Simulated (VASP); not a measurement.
Crystal: CdTe.

```
Te Cd
1.0
     0.00000    3.20500    3.20500
     3.20500    0.00000    3.20500
     3.20500    3.20500    0.00000
Te Cd
1 1
Direct
  0.75000 0.75000 0.75000
  0.00000 0.00000 0.00000
```

```yaml
Program: VASP 6.6.1
Task: relaxation of cell and atoms
Functional: revPBE
Dispersion: D3(BJ)
Potentials_or_basis: VASP PAW PBE potentials, release 64 (Te, Cd)
Cutoff: 600 eV
k_mesh: 7 × 7 × 7
Occupations: fermi-dirac, width 0.05 eV
Spin: no spin polarisation
```

At the start: pressure 1.7 GPa; volume 32.92 Å³/atom.

Question: Where does the relaxation end?

Answer: Over 3 steps the energy falls by 6.6 meV/atom and the volume is 34.21 Å³/atom (+3.9 %); space group F-43m (No. 216, to 0.1 Å) before and after.

The path:
```csv
step,energy change (eV),largest force (eV/Å),pressure (GPa),volume (Å³)
1,0.0000,0.0000,1.71,65.84
2,-0.0120,0.0000,-0.47,69.26
3,-0.0132,0.0000,0.00,68.42
```

Final structure:
```
Te Cd
1.0
     0.00000    3.24622    3.24622
     3.24622    0.00000    3.24622
     3.24622    3.24622    0.00000
Te Cd
1 1
Direct
  0.75000 0.75000 0.75000
  0.00000 0.00000 0.00000
```

Caveat: the PAW data sets were made with another functional, which shifts forces and pressure a little.
